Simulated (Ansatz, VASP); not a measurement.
# One calculation of TiAl16N16, two programs

```
Al N Ti
1.0
     6.25951    0.00000    0.00000
    -3.12976    5.42090    0.00000
     0.00000    0.00000   10.03481
Al N Ti
16 16 1
Cartesian
  1.8809 1.0859 2.4310
  0.0063 1.8140 5.1081
  1.5505 0.8958 7.5084
  0.0121 1.7795 10.0753
  0.0111 3.6218 2.5939
  -1.5542 4.5198 5.1085
  -0.0242 3.6002 7.6082
  -1.5829 4.5425 10.0744
  4.4421 0.9688 2.4048
  3.1081 1.7956 4.8526
  4.7176 0.8816 7.4799
  3.1634 1.8278 9.6521
  3.0607 3.3664 2.4049
  1.4491 4.4520 5.1289
  3.1217 3.6463 7.4793
  1.5766 4.5250 10.0273
  1.5556 0.8978 4.4258
  0.0491 1.7545 2.0562
  1.5508 0.8960 9.4123
  0.0039 1.8200 6.9871
  -0.0805 3.5666 4.5147
  -1.5861 4.5876 2.0563
  -0.0143 3.6059 9.5742
  -1.5515 4.5153 6.9873
  4.7138 0.8460 4.4546
  3.2400 1.8736 1.4052
  4.7600 0.8682 9.3731
  3.1361 1.8116 6.9887
  3.0898 3.6619 4.4555
  1.5879 4.5323 2.0316
  3.1313 3.6903 9.3723
  1.5128 4.4884 6.9902
  0.0011 0.0022 3.4554
```

Alike in both runs: functional PBE; k mesh 1 × 1 × 1; occupations fermi-dirac, width 0.01 eV; no spin polarisation.

Ansatz relaxed the structure, and its values are those at the end. VASP's run is a single point on that final structure, the one shown.

```csv
,VASP,Ansatz
version,VASP 6.6.1,Ansatz 0.2.0
potentials or method,"VASP PAW PBE potentials, release 64 (Al, N, Ti_sv), cutoff 520 eV",plane-wave PAW DFT
valence electrons in the cell,140,140
```

Ansatz gave:

| Quantity | Value |
| --- | --- |
| rms of the force components (eV/Å) | 0.003 |

Q: What did VASP give for the same quantities?

A: rms of the force components (eV/Å): 0.006.
